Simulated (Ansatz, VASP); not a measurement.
## Al2BP3 in VASP and in Ansatz

```
Al B P
1.0
     3.11517    0.00000    0.00000
     0.00000    3.11517    0.00000
     0.00000    0.00000    9.54810
Al B P
2 1 3
Cartesian
  0.0000 0.0000 3.2395
  0.0000 0.0000 6.3086
  0.0000 0.0000 0.0000
  1.5576 1.5576 1.7352
  1.5576 1.5576 4.7740
  1.5576 1.5576 7.8129
```

Change from the starting cell: species swapped into the Mg3HgAu2 type (P4/mmm, No. 123).

Alike in both runs: task relaxation of cell and atoms; functional PBE; k mesh 6 × 6 × 2; occupations gaussian, width 0.1 eV; no spin polarisation.

|  | VASP | Ansatz |
| --- | --- | --- |
| version | VASP 6.6.1 | Ansatz 0.2.0 |
| potentials or method | VASP PAW PBE potentials, release 64 (Al, B, P), cutoff 600 eV | scalar-relativistic, plane waves, PAW |
| valence electrons in the cell | 24 | 24 |

Ansatz gave:

```
gap on the k mesh at the Fermi level, each at its own relaxed structure (eV) : none
relaxed volume (Å³/atom)                                                     : 13.29
relaxed cell length with the largest relative difference (Å)                 : 8.783
```

Task: Which values does VASP return?

Result: gap on the k mesh at the Fermi level, each at its own relaxed structure (eV): none; relaxed volume (Å³/atom): 13.27; relaxed cell length with the largest relative difference (Å): 8.779.

A gap of «none» marks a metal or a gap that the smearing closes.

Noted on VASP's run: too few bands were computed for a metal, which touches its energy and stress.
